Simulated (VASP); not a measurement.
Set up this calculation in VASP 6.6.1, as the native input.

```yaml
Task: single point
Functional: PBEsol
Potentials_or_basis: VASP PAW PBE potentials, release 64 (Ga_d, Ge_d)
Cutoff: 500 eV
k_mesh: 7 × 7 × 7
Occupations: fermi-dirac, width 0.05 eV
Spin: no spin polarisation
Dipole_correction: no
Further_INCAR_settings: ALGO = Normal; EDIFF = 1e-06; NBANDS = 20
```

The structure of GaGe lies in POSCAR:

```
GaGe
1.0
    0.0000000000      2.8404924635      2.8404924635
    2.8404924635      0.0000000000      2.8404924635
    2.8404924635      2.8404924635      0.0000000000
Ga Ge
1 1
Direct
    0.0000000000      0.0000000000      0.0000000000
    0.2500000000      0.2500000000      0.2500000000
```

One way to write it, as run:

INCAR

```
SYSTEM = GaGe
ALGO     = Normal         ! electronic algorithm
EDIFF    = 1E-6           ! SCF threshold, eV
ENCUT    = 500            ! plane-wave cutoff, eV
GGA      = PS             ! functional
GGA_COMPAT= .FALSE.      
ISIF     = 2              ! what is computed and relaxed
ISMEAR   = -1             ! smearing method
LASPH    = .TRUE.         ! aspherical terms in the spheres
LCHARG   = .FALSE.        ! write CHGCAR
LREAL    = .FALSE.        ! projectors in reciprocal space
LWAVE    = .FALSE.        ! write WAVECAR
NBANDS   = 20             ! bands
NELM     = 120            ! most SCF steps
PREC     = Accurate       ! precision mode
SIGMA    = 0.05           ! smearing width, eV
```

KPOINTS

```
k-points
0
G
  7 7 7
  0 0 0
```

Potentials or basis: VASP PAW PBE potentials, release 64 (Ga_d, Ge_d).

Command:

```console
$ cat potpaw_PBE.64/Ga_d/POTCAR potpaw_PBE.64/Ge_d/POTCAR > POTCAR
$ mpirun -np 1 vasp_std > vasp.out
```

It gave:

The pressure is 0.7 GPa.

Caveat: the PAW data sets were made with another functional, which shifts forces and pressure a little.

It took 37 s on 1 thread of Intel Xeon 8259CL, on a shared host, peak memory 0.17 GiB.
